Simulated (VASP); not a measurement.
# BTe (Fm-3m) in VASP: elastic constants with PBE

Aim: the elastic constants of BTe with PBE.

All numbers are computed with VASP 6.6.1; they aren't measurements. Logs are shortened: lines on timing, memory, paths and dates and some standing lists are left out, and cuts for length are marked.

## 1. The cell of the first run

Symmetry: Fm-3m, No. 225, cubic system. The conventional cell has a = 5.093 Å, b = 5.093 Å, c = 5.093 Å, α = 90.00°, β = 90.00°, γ = 90.00°. B (site symmetry m-3m) has 6 Te at 2.55 Å within 3.4 Å. Within 3.4 Å of Te (site symmetry m-3m) lie 6 B at 2.55 Å.

## 2. Elastic constants, PBE

Contents of INCAR:

```
PREC = Accurate
ENCUT = 600
EDIFF = 1E-8
ISMEAR = -1
SIGMA = 0.15
LREAL = F
LASPH = T
NELM = 60
ALGO = Normal
ISIF = 3
LWAVE = F
LCHARG = T
GGA = PE
IBRION = 6
NFREE = 2
POTIM = 0.015
NSW = 1
```

Contents of KPOINTS:

```
Automatic mesh
0
Gamma
  14 14 14
```

Contents of POSCAR:

```
BTe
1.0
    0.0000000000      2.5464866760      2.5464866760
    2.5464866760      0.0000000000      2.5464866760
    2.5464866760      2.5464866760      0.0000000000
B Te
1 1
Direct
    0.0000000000      0.0000000000      0.0000000000
    0.5000000000      0.5000000000      0.5000000000
```

Potentials or basis: VASP PAW PBE potentials, release 64 (B, Te).

Run with:

```
> cat potpaw_PBE.64/B/POTCAR potpaw_PBE.64/Te/POTCAR > POTCAR
> mpirun -np 1 vasp_std > vasp.out
```

OUTCAR:

```text
PREC = Accurate
   ENCUT = 600
   EDIFF = 1E-8
   ISMEAR = -1
   LREAL = F
   LASPH = T
   NELM = 60
   ISIF = 3
   GGA = PE
   IBRION = 6
   NFREE = 2
   POTIM = 0.015
   NSW = 1

 ion  position               nearest neighbor table
   1  0.000  0.000  0.000-   2 2.55   2 2.55   2 2.55   2 2.55   2 2.55   2 2.55
   2  0.500  0.500  0.500-   1 2.55   1 2.55   1 2.55   1 2.55   1 2.55   1 2.55

  LATTYP: Found a face centered cubic cell.
 ALAT       =     5.0929733520

  Lattice vectors:

 A1 = (   0.0000000000,   2.5464866760,   2.5464866760)
 A2 = (   2.5464866760,   0.0000000000,   2.5464866760)
 A3 = (   2.5464866760,   2.5464866760,   0.0000000000)

Analysis of symmetry for initial positions (statically):
=====================================================================
 Subroutine PRICEL returns:
 Original cell was already a primitive cell.

 Routine SETGRP: Setting up the symmetry group for a
 face centered cubic supercell.

 Subroutine GETGRP returns: Found 48 space group operations
 (whereof 48 operations were pure point group operations)
 out of a pool of 48 trial point group operations.

The static configuration has the point symmetry O_h .

Analysis of symmetry for dynamics (positions and initial velocities):
=====================================================================
 Subroutine PRICEL returns:
 Original cell was already a primitive cell.

 Routine SETGRP: Setting up the symmetry group for a
 face centered cubic supercell.

 Subroutine GETGRP returns: Found 48 space group operations
 (whereof 48 operations were pure point group operations)
 out of a pool of 48 trial point group operations.

The dynamic configuration has the point symmetry O_h .

 Subroutine INISYM returns: Found 48 space group operations
 (whereof 48 operations are pure point group operations),
 and found     1 'primitive' translations

----------------------------------------------------------------------------------------

                                     Primitive cell

  volume of cell :      33.0259

  direct lattice vectors                    reciprocal lattice vectors
     0.000000000  2.546486676  2.546486676    -0.196348956  0.196348956  0.196348956
     2.546486676  0.000000000  2.546486676     0.196348956 -0.196348956  0.196348956
     2.546486676  2.546486676  0.000000000     0.196348956  0.196348956 -0.196348956

  length of vectors
     3.601275994  3.601275994  3.601275994     0.340086368  0.340086368  0.340086368

  position of ions in fractional coordinates (direct lattice)
     0.000000000  0.000000000  0.000000000
     0.500000000  0.500000000  0.500000000

  ion indices of the primitive-cell ions
   primitive index   ion index
                 1           1
                 2           2

----------------------------------------------------------------------------------------

 KPOINTS: Automatic mesh

Automatic generation of k-mesh.
 Grid dimensions read from file:
 generate k-points for:   14   14   14

 Generating k-lattice:

  Cartesian coordinates                     Fractional coordinates (reciprocal lattice)
    -0.014024925  0.014024925  0.014024925     0.071428571  0.000000000  0.000000000
     0.014024925 -0.014024925  0.014024925     0.000000000  0.071428571  0.000000000
     0.014024925  0.014024925 -0.014024925     0.000000000  0.000000000  0.071428571
[... 107 lines left out ...]

------------------------ aborting loop because EDIFF is reached ----------------------------------------

  FORCE on cell =-STRESS in cart. coord.  units (eV):
  Direction    XX          YY          ZZ          XY          YZ          ZX
  --------------------------------------------------------------------------------------
  -------------------------------------------------------------------------------------
  Total       -0.0122058     -0.0122058     -0.0122058     -0.0000000      0.0000000      0.0000000
  in kB       -0.5921377     -0.5921377     -0.5921377     -0.0000000      0.0000000      0.0000000
  external PRESSURE =      -0.5921377 kB  Pullay stress =       0.0000000 kB
[... 89 lines left out ...]
  FREE ENERGIE OF THE ION-ELECTRON SYSTEM (eV)
  ---------------------------------------------------
  free  energy   TOTEN  =        -7.7692830500 eV

  energy  without entropy=       -7.7123384350  energy(sigma->0) =       -7.74081074

[... ionic steps 4 to 14 ...]

--------------------------------------- Ionic step       15  -------------------------------------------

 number of electron       9.0000000 magnetization

------------------------ aborting loop because EDIFF is reached ----------------------------------------
[... 67 lines left out ...]
--------------------------------------- Ionic step       17  -------------------------------------------

 number of electron       9.0000000 magnetization

 Free energy of the ion-electron system (eV)
  ---------------------------------------------------
  ext. energy  EPLUGINS =         0.00000000
  ---------------------------------------------------
  free energy    TOTEN  =        -7.77374196 eV

  energy without entropy =       -7.71655183  energy(sigma->0) =       -7.74514690

 E-fermi :   9.0002     XC(G=0): -10.8936

 val. band max:        8.9829012206   @ k =   0.0000  -0.4286   0.1429
 cond. band min:       9.0564265245   @ k =   0.3571   0.1429   0.0714
 fundamental gap:      0.0735253038
 Fermi energy:         9.0002379924

 k-point     1 :       0.0000    0.0000    0.0000
  band No.  band energies     occupation
      1      -6.2034      2.00000
      2       7.8140      1.99927
      3       7.8157      1.99926
      4       7.8157      1.99926
      5       9.2718      0.28117
      6      14.1274      0.00000
      7      14.1274      0.00000
      8      14.1327      0.00000
[... 243 lines left out ...]
 k-point    24 :       0.2857    0.1429    0.0000
  band No.  band energies     occupation
      1      -5.0547      2.00000
      2       3.6301      2.00000
      3       6.5840      2.00000
      4       7.3631      1.99996
      5       8.7318      1.71379
      6      12.8942      0.00000
      7      13.6679      0.00000
      8      13.9607      0.00000

 [... further k-points ...]

------------------------ aborting loop because EDIFF is reached ----------------------------------------

  FORCE on cell =-STRESS in cart. coord.  units (eV):
  Direction    XX          YY          ZZ          XY          YZ          ZX
  --------------------------------------------------------------------------------------
  -------------------------------------------------------------------------------------
  Total       -0.0035866     -0.0146782     -0.0146782      0.0000000     -0.0000000      0.0000000
  in kB       -0.1739951     -0.7120789     -0.7120789      0.0000000     -0.0000000      0.0000000
  external PRESSURE =      -0.5327176 kB  Pullay stress =       0.0000000 kB
[... 17 lines left out ...]
  FREE ENERGIE OF THE ION-ELECTRON SYSTEM (eV)
  ---------------------------------------------------
  free  energy   TOTEN  =        -7.7737419624 eV

  energy  without entropy=       -7.7165518347  energy(sigma->0) =       -7.74514690

 INTERNAL STRAIN TENSORS FROM STRAINED CELLS
 ============================================

 INTERNAL STRAIN TENSOR FOR ION    1 for displacements in x,y,z  (eV/Angst):
          X           Y           Z          XY          YZ          ZX
  --------------------------------------------------------------------------------
  x    -0.00000     0.00000     0.00000     0.00000    -0.00000    -0.00000
  y     0.00000     0.00000    -0.00000     0.00000    -0.00000    -0.00000
  z    -0.00000     0.00000     0.00000    -0.00000    -0.00000    -0.00000

 INTERNAL STRAIN TENSORS FROM DISPLACED ATOMS
 ============================================

 INTERNAL STRAIN TENSOR FOR ION    1 for displacements in x,y,z  (eV/Angst):
          X           Y           Z          XY          YZ          ZX
  --------------------------------------------------------------------------------
  x     0.00000     0.00000     0.00000     0.00000     0.00000     0.00000
  y     0.00000     0.00000     0.00000     0.00000     0.00000     0.00000
  z     0.00000     0.00000     0.00000     0.00000     0.00000     0.00000

 INTERNAL STRAIN TENSOR FOR ION    2 for displacements in x,y,z  (eV/Angst):
          X           Y           Z          XY          YZ          ZX
  --------------------------------------------------------------------------------
  x     0.00000     0.00000     0.00000     0.00000     0.00000     0.00000
  y     0.00000     0.00000     0.00000     0.00000     0.00000     0.00000
  z     0.00000     0.00000     0.00000     0.00000     0.00000     0.00000

 Eigenvectors and eigenvalues of the dynamical matrix
 ----------------------------------------------------

   1 f  =    0.000867 THz     0.005446 2PiTHz    0.028912 cm-1     0.003585 meV
             X         Y         Z           dx          dy          dz
      0.000000  0.000000  0.000000     0.000000   -0.279572    0.000000
      2.546487  2.546487  2.546487     0.000000   -0.960125    0.000000
[... 21 lines left out ...]
   6 f/i=    8.861522 THz    55.678587 2PiTHz  295.588569 cm-1    36.648295 meV
             X         Y         Z           dx          dy          dz
      0.000000  0.000000  0.000000    -0.960125    0.000000    0.000000
      2.546487  2.546487  2.546487     0.279572    0.000000    0.000000

--------------------------------------------------------------------------------------------------------

 ELASTIC MODULI CONTR FROM IONIC RELAXATION (kBar)
 Direction    XX          YY          ZZ          XY          YZ          ZX
 --------------------------------------------------------------------------------
 XX           0.0000      0.0000      0.0000      0.0000      0.0000      0.0000
 YY           0.0000      0.0000      0.0000      0.0000      0.0000      0.0000
 ZZ           0.0000      0.0000      0.0000      0.0000      0.0000      0.0000
 XY           0.0000      0.0000      0.0000      0.0000      0.0000      0.0000
 YZ           0.0000      0.0000      0.0000      0.0000      0.0000      0.0000
 ZX           0.0000      0.0000      0.0000      0.0000      0.0000      0.0000
 --------------------------------------------------------------------------------

 TOTAL ELASTIC MODULI (kBar)
 Direction    XX          YY          ZZ          XY          YZ          ZX
 --------------------------------------------------------------------------------
 XX        1753.7257    535.3134    535.3134     -0.0000      0.0000     -0.0000
 YY         535.3134   1753.7257    535.3134     -0.0000     -0.0000     -0.0000
 ZZ         535.3134    535.3134   1753.7257      0.0000     -0.0000      0.0000
 XY          -0.0000     -0.0000      0.0000    625.0504      0.0000      0.0000
 YZ           0.0000     -0.0000     -0.0000      0.0000    625.0504      0.0000
 ZX          -0.0000     -0.0000      0.0000      0.0000      0.0000    625.0504
 --------------------------------------------------------------------------------
```

Run time: 49 min. Hardware: 1 thread of Intel Xeon 8259CL, shared host; peak memory 0.55 GiB.

What came out:

```
Elastic constants C11, C12, C44                         : 175, 54, 63 GPa
Voigt bulk modulus                                      : 94 GPa
Highest phonon frequency at Γ, LO-TO splitting left out : 0 cm⁻¹
Most unstable mode                                      : 296i cm⁻¹
```

Phonon frequencies in cm⁻¹ (negative: imaginary):
```tsv
q point	frequencies
(0.000, 0.000, 0.000)	-296 -296 -296 0 0 0
```

Elastic tensor in Voigt notation (GPa, in the Cartesian axes of the cell as first typed):
```
175  54  54   0   0   0
 54 175  54   0   0   0
 54  54 175   0   0   0
  0   0   0  63   0   0
  0   0   0   0  63   0
  0   0   0   0   0  63
```

Clamped-ion elastic tensor (GPa):
```
175  54  54   0   0   0
 54 175  54   0   0   0
 54  54 175   0   0   0
  0   0   0  63   0   0
  0   0   0   0  63   0
  0   0   0   0   0  63
```

Caveat: some modes are imaginary; spin-orbit coupling is left out, which moves the levels of the heavy elements.
